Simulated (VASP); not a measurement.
# SnGe2Se3 (P-3m1) in VASP: single point with PBE

Aim: the single point of SnGe2Se3 with PBE.

Everything below comes from runs of VASP 6.6.1. Logs are shortened: lines on timing, memory, paths and dates and some standing lists are left out, and cuts for length are marked.

### Step 1. The cell of the first run

It takes space group P-3m1 (No. 164, trigonal). Conventional cell: a = 4.148 Å, b = 4.148 Å, c = 10.161 Å, α = 90.00°, β = 90.00°, γ = 120.00°. Sn (site symmetry -3m) has 6 Se at 2.93 Å within 3.9 Å. Ge (site symmetry 3m) has 6 Se at 2.93 Å within 3.9 Å. Se (site symmetry 3m) has 3 Ge at 2.93 Å and 3 Sn at 2.93 Å within 3.9 Å. Within 3.9 Å of Se (site symmetry -3m) lie 6 Ge at 2.93 Å.

### Step 2. Single point, PBE

File INCAR:

```
  ALGO = Normal
  EDIFF = 1E-6
  ENCUT = 520
  GGA = PE
  ISIF = 2
  ISMEAR = 0
  LASPH = True
  LCHARG = False
  LREAL = False
  LWAVE = False
  NBANDS = 39
  NELM = 100
  PREC = Accurate
  SIGMA = 0.1
```

File KPOINTS:

```
k-points
0
Gamma
  6 6 2
```

File POSCAR:

```
SnGe2Se3
1.0
    4.1480958500      0.0000000000      0.0000000000
   -2.0740479300      3.5923563900      0.0000000000
    0.0000000000      0.0000000000     10.1607182400
Sn Ge Se
1 2 3
Direct
    0.0000000000      0.0000000000      0.5000000000
    0.6666666700      0.3333333300      0.8333333300
    0.3333333300      0.6666666700      0.1666666700
    0.3333333300      0.6666666700      0.6666666700
    0.6666666700      0.3333333300      0.3333333300
    0.0000000000      0.0000000000      0.0000000000
```

Potentials or basis: VASP PAW PBE potentials, release 64 (Sn_d, Ge_d, Se).

Run with:

```sh
cat potpaw_PBE.64/Sn_d/POTCAR potpaw_PBE.64/Ge_d/POTCAR potpaw_PBE.64/Se/POTCAR > POTCAR
mpirun -np 1 vasp_std > vasp.out
```

OUTCAR:

```text
EDIFF = 1E-6
   ENCUT = 520
   GGA = PE
   ISIF = 2
   ISMEAR = 0
   LASPH = True
   LREAL = False
   NELM = 100
   PREC = Accurate

 ion  position               nearest neighbor table
   1  0.000  0.000  0.500-   4 2.93   5 2.93   5 2.93   4 2.93   5 2.93   4 2.93
   2  0.667  0.333  0.833-
   3  0.333  0.667  0.167-
   4  0.333  0.667  0.667-   1 2.93   1 2.93   1 2.93
   5  0.667  0.333  0.333-   1 2.93   1 2.93   1 2.93
   6  0.000  0.000  0.000-

  LATTYP: Found a hexagonal cell.
 ALAT       =     4.1480958500
 C/A-ratio  =     2.4494897436

  Lattice vectors:

 A1 = (   4.1480958500,   0.0000000000,   0.0000000000)
 A2 = (  -2.0740479300,   3.5923563900,   0.0000000000)
 A3 = (   0.0000000000,   0.0000000000,  10.1607182400)

Analysis of symmetry for initial positions (statically):
=====================================================================
 Subroutine PRICEL returns:
 Original cell was already a primitive cell.

 Routine SETGRP: Setting up the symmetry group for a
 hexagonal supercell.

 Subroutine GETGRP returns: Found 12 space group operations
 (whereof 12 operations were pure point group operations)
 out of a pool of 24 trial point group operations.

The static configuration has the point symmetry D_3d.

Analysis of symmetry for dynamics (positions and initial velocities):
=====================================================================
 Subroutine PRICEL returns:
 Original cell was already a primitive cell.

 Routine SETGRP: Setting up the symmetry group for a
 hexagonal supercell.

 Subroutine GETGRP returns: Found 12 space group operations
 (whereof 12 operations were pure point group operations)
 out of a pool of 24 trial point group operations.

The dynamic configuration has the point symmetry D_3d.

 Subroutine INISYM returns: Found 12 space group operations
 (whereof 12 operations are pure point group operations),
 and found     1 'primitive' translations

----------------------------------------------------------------------------------------

                                     Primitive cell

  volume of cell :     151.4093

[... 83 lines left out ...]
   ENCUT  =  520.0 eV  38.22 Ry    6.18 a.u.   7.71  7.71 18.89*2*pi/ulx,y,z
   NELM   =    100;   NELMIN=  2; NELMDL= -5     # of ELM steps
   EDIFF  = 0.1E-05   stopping-criterion for ELM
   LREAL  =      F    real-space projection
   EDIFFG = 0.1E-04   stopping-criterion for IOM
   NSW    =      0    number of steps for IOM
   IBRION =     -1    ionic relax: 0-MD 1-quasi-New 2-CG
   NFREE  =      0    steps in history (QN), initial steepest desc. (CG)
   ISIF   =      2    stress and relaxation
   ISYM   =      2    0-nonsym 1-usesym 2-fastsym
   POTIM  = 0.5000    time-step for ionic-motion
   TEBEG  =    0.0;   TEEND  =   0.0 temperature during run
   PSTRESS=    0.0 pullay stress
   NELECT =      60.0000    total number of electrons
   NUPDOWN=      -1.0000    fix difference up-down
   EMIN   =  10.00;   EMAX   =-10.00  energy-range for DOS
   EFERMI =   0.00;   METHOD = LEGACY
   ISMEAR =     0;   SIGMA  =   0.10  broadening in eV -4-tet -1-fermi 0-gaus
   EFERMI_NEDOS =   21; number of points for ismear=-14 and -15
   IALGO  =     38    algorithm
   IMIX   =      4    mixing-type and parameters
     AMIX     =   0.40;   BMIX     =  1.00
     AMIX_MAG =   1.60;   BMIX_MAG =  1.00
  volume/ion in A,a.u.               =      25.23       170.29
  Fermi-wavevector in a.u.,A,eV,Ry     =   1.202470  2.272339 19.673139  1.445935
  Thomas-Fermi vector in A             =   2.338251
   LORBIT       =      0    0 simple, 1 ext, 2 COOP (PROOUT), +10 PAW based schemes
   GGA     = PE    functional components
   LHFCALC =     F    Hartree Fock is set to
   AEXX    =    0.0000 exact exchange contribution
   IVDW    =     0    specifies the selected vdW correction
   LEPSILON=     F    determine dielectric tensor
   LRPA    =     F    only Hartree local field effects (RPA)
 non-spin polarized calculation
 Gauss-broadening in eV      SIGMA  =   0.10
  energy-cutoff  :      520.00
  volume of cell :      151.41
 maximum number of plane-waves:      4118
 NGX is ok and might be reduce to    32
   NGX = 15   NGY = 15   NGZ = 37

 number of electron      60.0000017 magnetization

 Free energy of the ion-electron system (eV)
  ---------------------------------------------------
  ext. energy  EPLUGINS =         0.00000000
  ---------------------------------------------------
  free energy    TOTEN  =       -24.90776734 eV

  energy without entropy =      -24.90435157  energy(sigma->0) =      -24.90605946

 E-fermi :   4.8639     XC(G=0):  -9.6891

 val. band max:        4.7903295156   @ k =   0.0000   0.0000   0.5000
 cond. band min:       4.9409062907   @ k =   0.0000   0.0000   0.5000
 fundamental gap:      0.1505767751
 Fermi energy:         4.8638679097

 k-point     1 :       0.0000    0.0000    0.0000
  band No.  band energies     occupation
      1     -20.4144      2.00000
      2     -20.4144      2.00000
      3     -20.4137      2.00000
      4     -20.4137      2.00000
      5     -20.4119      2.00000
      6     -20.4118      2.00000
[... 577 lines left out ...]
     38       9.4226      0.00000
     39       9.4226      0.00000

------------------------ aborting loop because EDIFF is reached ----------------------------------------

  FORCE on cell =-STRESS in cart. coord.  units (eV):
  Direction    XX          YY          ZZ          XY          YZ          ZX
  --------------------------------------------------------------------------------------
  -------------------------------------------------------------------------------------
  Total       -1.5113847     -1.5113847     -1.5204123      0.0000000      0.0000000      0.0000000
  in kB      -15.9931122    -15.9931123    -16.0886405      0.0000000      0.0000000      0.0000000
  external PRESSURE =     -16.0249550 kB  Pullay stress =       0.0000000 kB

 VOLUME and BASIS-vectors are now :
 -----------------------------------------------------------------------------
  energy-cutoff  :      520.00
  volume of cell :      151.41
      direct lattice vectors                 reciprocal lattice vectors
     4.148095850  0.000000000  0.000000000     0.241074468  0.139184409  0.000000000
    -2.074047930  3.592356390  0.000000000     0.000000000  0.278368817  0.000000000
     0.000000000  0.000000000 10.160718240     0.000000000  0.000000000  0.098418239

 POSITION                                       TOTAL-FORCE (eV/Angst)
 -----------------------------------------------------------------------------------
      0.00000      0.00000      5.08036         0.000000      0.000000      0.000000
      2.07405      1.19745      8.46727         0.000000     -0.000000      0.129258
     -0.00000      2.39490      1.69345        -0.000000      0.000000     -0.129258
     -0.00000      2.39490      6.77381        -0.000000      0.000000      0.673755
      2.07405      1.19745      3.38691         0.000000     -0.000000     -0.673755
      0.00000      0.00000      0.00000         0.000000      0.000000      0.000000
 -----------------------------------------------------------------------------------
    total drift:                               -0.000000      0.000000      0.000000

  FREE ENERGIE OF THE ION-ELECTRON SYSTEM (eV)
  ---------------------------------------------------
  free  energy   TOTEN  =       -24.9077673388 eV

  energy  without entropy=      -24.9043515747  energy(sigma->0) =      -24.90605946
```

OSZICAR:

```text
N       E                     dE             d eps       ncg     rms          rms(c)
DAV:   1     0.599559909519E+03    0.59956E+03   -0.28474E+04  1330   0.280E+03
DAV:   2     0.921440178492E+02   -0.50742E+03   -0.48859E+03  1100   0.816E+02
DAV:   3    -0.174514242912E+02   -0.10960E+03   -0.10600E+03  1248   0.205E+02
DAV:   4    -0.251412721310E+02   -0.76898E+01   -0.75987E+01  1282   0.625E+01
DAV:   5    -0.253562050524E+02   -0.21493E+00   -0.21476E+00  1249   0.110E+01    0.509E+00
DAV:   6    -0.248960244306E+02    0.46018E+00   -0.87588E-01  1445   0.507E+00    0.306E+00
DAV:   7    -0.249037587891E+02   -0.77344E-02   -0.24815E-01  1224   0.188E+00    0.135E+00
DAV:   8    -0.249074182874E+02   -0.36595E-02   -0.21643E-02  1332   0.115E+00    0.170E-01
DAV:   9    -0.249075272890E+02   -0.10900E-03   -0.21438E-03  1319   0.379E-01    0.815E-02
DAV:  10    -0.249077202796E+02   -0.19299E-03   -0.39581E-04  1317   0.972E-02    0.344E-02
DAV:  11    -0.249077671843E+02   -0.46905E-04   -0.65108E-05  1417   0.581E-02    0.745E-03
DAV:  12    -0.249077673388E+02   -0.15457E-06   -0.49335E-06  1126   0.137E-02
   1 F= -.24907767E+02 E0= -.24906059E+02  d E =-.341576E-02
```

It took 84 s on 1 thread of Intel Xeon Platinum 8375C at 2.90GHz (Ice Lake), shared host; peak memory 0.3 GiB.

Results:

```yaml
Free_energy: -24.9078 eV
Pressure: -1.6 GPa
Largest_force: 0.674 eV/Å
Band_gap_on_the_k_mesh: 0.15 eV, direct
```

Forces in eV/Å, atoms in the order of the input:
```
Sn   0.000  0.000  0.000
Ge   0.000  0.000  0.129
Ge   0.000  0.000 -0.129
Se   0.000  0.000  0.674
Se   0.000  0.000 -0.674
Se   0.000  0.000  0.000
```

Levels at points of the mesh, in eV from the valence-band top:
| k point | band 27 | band 28 | band 29 | band 30 | band 31 | band 32 | band 33 | band 34 |
| --- | --- | --- | --- | --- | --- | --- | --- | --- |
| (0.00, 0.00, 0.00) | -1.89 | -1.89 | -0.91 | -0.60 | 1.07 | 1.28 | 1.28 | 1.36 |
| (0.50, 0.00, 0.00) | -2.64 | -2.54 | -1.83 | -1.46 | 1.62 | 1.68 | 1.83 | 2.21 |
| (0.00, 0.00, 0.50) | -1.85 | -1.71 | -1.46 | 0.00 | 0.15 | 0.85 | 0.85 | 2.60 |
| (0.50, 0.00, 0.50) | -2.97 | -1.90 | -1.90 | -0.01 | 0.15 | 0.86 | 0.86 | 3.51 |

Caveat: spin-orbit coupling is left out, which moves the levels of the heavy elements.
